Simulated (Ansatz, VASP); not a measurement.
Two plane-wave programs on BP

Contents of INCAR:

```
SYSTEM = BP
PREC     = Accurate       ! precision mode
ENCUT    = 450            ! plane-wave cutoff, eV
EDIFF    = 1E-7           ! SCF threshold, eV
ISMEAR   = 0              ! smearing method
SIGMA    = 0.02           ! smearing width, eV
LREAL    = .False.        ! projectors in reciprocal space
LASPH    = .True.         ! aspherical terms in the spheres
NELM     = 120            ! most SCF steps
ALGO     = Normal         ! electronic algorithm
ISIF     = 2              ! what is computed and relaxed
LWAVE    = .False.        ! write WAVECAR
LCHARG   = .False.        ! write CHGCAR
GGA      = PS             ! functional
IBRION   = 2              ! ionic algorithm
NSW      = 60             ! ionic steps
EDIFFG   = -0.002         ! ionic threshold
GGA_COMPAT= .False.      
NELMIN   = 4
```

KPOINTS

```
regular mesh
0
Gamma
  8 8 8
  0 0 0
```

POSCAR

```
BP
1.0
    0.0000000000      2.2827359537      2.2530281525
    2.2827359537      0.0000000000      2.2530281525
    2.2827359537      2.2827359537      0.0000000000
B P
1 1
Direct
    0.0000000000      0.0000000000      0.0000000000
    0.2500000000      0.2500000000      0.2500000000
```

Input for Ansatz:

```yaml
crystal:
  lattice:
    - [0.0, 2.2827359537, 2.2530281525]
    - [2.2827359537, 0.0, 2.2530281525]
    - [2.2827359537, 2.2827359537, 0.0]
  atoms:
    - { symbol: B, position: [0.0, 0.0, 0.0] }
    - { symbol: P, position: [0.25, 0.25, 0.25] }
basis:
  ecutwfc: 600.0
kpoints:
  mp_grid: { grid: [8, 8, 8] }
hamiltonian:
  xc: pbesol
  pseudopotentials: { kind: paw, azcp: { folder: soft_1 } }
scf:
  occupations: { method: gaussian, width: 0.02 }
output:
  forces: true
  stress: true
  eigenvalues: true
relax:
  adjacent_minimum: "off"
  f_tol: 0.002
  max_steps: 40
```

Change from the starting cell: strained cell.

Alike in both runs: task relaxation of the atoms; functional PBEsol; k mesh 8 × 8 × 8; occupations gaussian, width 0.02 eV; no spin polarisation.

|  | VASP | Ansatz |
| --- | --- | --- |
| version | VASP 6.6.1 | Ansatz 0.2.0 |
| potentials or method | VASP PAW PBE potentials, release 64 (B, P), cutoff 450 eV | scalar-relativistic, plane waves, PAW |
| valence electrons in the cell | 8 | 8 |

VASP gave:

```
gap on the k mesh at the Fermi level, each at its own relaxed structure (eV) : 0.97
```

Question: Which values does Ansatz return?

Answer: gap on the k mesh at the Fermi level, each at its own relaxed structure (eV): 0.98.

VASP's potentials were made for PBE, not for PBEsol, and Ansatz warns of the same on its side. Ansatz's warnings: stress scf threshold loose.

Noted on VASP's run: the relaxation stopped at its first step, so nothing moved.
